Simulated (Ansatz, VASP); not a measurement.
Mo: VASP beside Ansatz

File POSCAR:

```
Mo
1.0
   -1.5764210372      1.5764210372      1.5764210372
    1.5764210372     -1.5764210372      1.5764210372
    1.5764210372      1.5764210372     -1.5764210372
Mo
1
Direct
    0.0000000000      0.0000000000      0.0000000000
```

File INCAR.step1:

```
SYSTEM = Mo
PREC = Accurate ; ENCUT = 520
ISMEAR = 1 ; SIGMA = 0.6
LREAL = .FALSE. ; LASPH = .TRUE.
NELM = 100 ; NBANDS = 13
GGA = PE ; ALGO = Normal
EDIFF = 1E-4 ; LWAVE = .TRUE.
LCHARG = .FALSE.
```

Contents of INCAR.step2:

```
SYSTEM = Mo
PREC = Accurate ; ENCUT = 520
EDIFF = 1E-6 ; ISMEAR = 1
SIGMA = 0.6 ; LREAL = .FALSE.
LASPH = .TRUE. ; NELM = 100
ALGO = Normal ; ISIF = 2
LWAVE = .FALSE. ; LCHARG = .FALSE.
METAGGA = R2SCAN ; LMIXTAU = .TRUE.
NBANDS = 13 ; ISTART = 1
```

The input KPOINTS:

```
Automatic mesh
0
G
  14 14 14
  0 0 0
```

Input for Ansatz:

```yaml
crystal:
  lattice:
    - [-1.5764210372, 1.5764210372, 1.5764210372]
    - [1.5764210372, -1.5764210372, 1.5764210372]
    - [1.5764210372, 1.5764210372, -1.5764210372]
  atoms:
    - { symbol: Mo, position: [0.0, 0.0, 0.0] }
hamiltonian:
  xc: r2scan
  pseudopotentials:
    kind: paw
    azcp:
      Mo: "pseudopotentials/Mo.paw.azcp"
basis:
  ecutwfc: 500
  fft_grid_basis: typed
kpoints:
  mp_grid: { grid: [14, 14, 14], shift: [0, 0, 0] }
magnetization:
  spin_polarized: false
scf:
  occupations: { method: methfessel_paxton, width: 0.6 }
  lower_state_search: "off"
output:
  stress: true
```

Alike in both runs: task single point; functional r2SCAN; k mesh 14 × 14 × 14; occupations methfessel-paxton of order 1, width 0.6 eV; no spin polarisation.

|  | VASP | Ansatz |
| --- | --- | --- |
| version | VASP 6.6.1 | Ansatz 0.2.0 |
| potentials or method | VASP PAW PBE potentials, release 64 (Mo_sv), cutoff 520 eV | plane waves (500 eV) with PAW, scalar-relativistic |
| valence electrons in the cell | 14 | 14 |

|  | VASP | Ansatz | Ansatz less VASP |
| --- | --- | --- | --- |
| pressure (GPa) | 0.8 | -0.4 | -1.14 |

VASP's potentials were made for PBE, not for r2SCAN.
